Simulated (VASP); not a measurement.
Wanted: the native input for a VASP 6.6.1 run.

```yaml
Task: single point
Functional: PBE
Potentials_or_basis: VASP PAW PBE potentials, release 64 (Ba_sv, F)
Cutoff: 600 eV
k_mesh: 6 × 6 × 6
Occupations: gaussian, width 0.01 eV
Spin: no spin polarisation
Dipole_correction: no
Further_INCAR_settings: ALGO = Normal; EDIFF = 1e-06; NBANDS = 19
```

The structure of BaF2 lies in POSCAR:

```
BaF2
1.0
    0.0000000000      3.0971637718      3.0971637718
    3.0971637718      0.0000000000      3.0971637718
    3.0971637718      3.0971637718      0.0000000000
Ba F
1 2
Direct
    0.0000000000      0.0000000000      0.0000000000
    0.2500000000      0.2500000000      0.2500000000
    0.7500000000      0.7500000000      0.7500000000
```

The input as run:

INCAR

```
SYSTEM = BaF2
PREC = Accurate
ENCUT = 600
EDIFF = 1E-6
ISMEAR = 0
SIGMA = 0.01
LREAL = .False.
LASPH = .True.
NELM = 120
ALGO = Normal
ISIF = 2
LWAVE = .False.
LCHARG = .True.
GGA = PE
LELF = .True.
LVHAR = .True.
NBANDS = 19
GGA_COMPAT = .False.
```

KPOINTS

```
regular mesh
0
Gamma
  6 6 6
  0 0 0
```

Potentials or basis: VASP PAW PBE potentials, release 64 (Ba_sv, F).

Run with:

```console
$ cat potpaw_PBE.64/Ba_sv/POTCAR potpaw_PBE.64/F/POTCAR > POTCAR
$ mpirun -np 1 vasp_std > vasp.out
```

Results of the run:

The pressure is 2.5 GPa. The band gap on the k mesh is 6.79 eV, indirect (least direct gap 6.86 eV).

Caveat: spin-orbit coupling is left out, which moves the levels of the heavy elements.

Wall time 27 s on 1 thread of Intel(R) Xeon(R) Platinum 8259CL CPU @ 2.50GHz (Skylake/Cascade Lake) (shared host), peak memory 0.21 GiB.
